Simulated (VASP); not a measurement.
Runs of VASP 6.6.1 on Cr. The structure is that of space group Fm-3m (No. 225), or close to it. The cells are those of the table. 

```csv
cell,k mesh,gap on the mesh (eV),pressure (GPa)
"a = 2.510 Å, angles 60.0°, 1 atom",17 × 17 × 17,none,(a)
"a = 2.581 Å, angles 60.0°, 1 atom",24 × 24 × 24,none,-0.4
"a = 2.681 Å, angles 60.0°, 1 atom",17 × 17 × 17,none,-20.0
"a = 2.581 Å, angles 60.0°, 1 atom",15 × 15 × 15,none,-0.4
"a = 2.474 Å, angles 60.0°, 1 atom",17 × 17 × 17,none,36.5
```

Alike in all rows: task single point; level RPBE; potentials or basis VASP PAW PBE potentials, release 64 (Cr_pv); no spin polarisation; cutoff (eV) 520; smearing fermi-dirac 0.1 eV.

Fill in the values left out.

(a) 21.5.

Caveats: the PAW data sets were made with another functional, which shifts forces and pressure a little; the run has no spin polarisation, though such a crystal can be magnetic.

A gap of «none» marks levels without a gap at the run's occupations.
